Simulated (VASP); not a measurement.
Here is a VASP 6.6.1 calculation.

INCAR

```
PREC = Accurate ; ENCUT = 520
EDIFF = 1E-6 ; ISMEAR = -1
SIGMA = 0.02 ; LREAL = F
LASPH = T ; NELM = 60
ALGO = Normal ; ISIF = 2
LWAVE = F ; LCHARG = F
GGA = CA ; NBANDS = 36
```

File KPOINTS:

```
Automatic mesh
0
Gamma
  1 1 1
```

Contents of POSCAR:

```
HCl
1.0
    6.7386640000      0.0000000000      0.0000000000
    0.0000000000      6.7386640000      0.0000000000
    0.0000000000      0.0000000000      6.7386640000
Cl H
6 6
Direct
    0.1805699171      0.0749406707      0.8202664504
    0.3740652450      0.6069303945      0.8561786134
    0.7987043129      0.8805306215      0.1514246741
    1.0141179320      0.3520727551      0.1983776013
    0.2923428145      0.9267564016      0.4080630819
    0.5172241857      0.3968739204      0.3952415494
    0.0991146019      0.1735358819      0.9658887875
    0.2236051538      0.7163882930      0.9250349921
    0.6137566734      0.8296600038      0.1755095669
    0.8465921435      0.2671449415      0.2371093142
    0.3741839629      0.8316485286      0.5656165673
    0.4197419548      0.2350465908      0.4326525258
```

Potentials or basis: VASP PAW LDA potentials, release 64 (Cl, H).

Launch:

```bash
$ cat potpaw_LDA.64/Cl/POTCAR potpaw_LDA.64/H/POTCAR > POTCAR
$ mpirun -np 1 vasp_gam > vasp.out
```

(1) What does it give for the pressure?

(2) Estimate the largest force.

Answers

(1) -0.6 GPa.

(2) 1.019 eV/Å.

Caveat: the k points lie up to 0.93 Å⁻¹ apart; the atoms stand as in a frame of molecular dynamics.
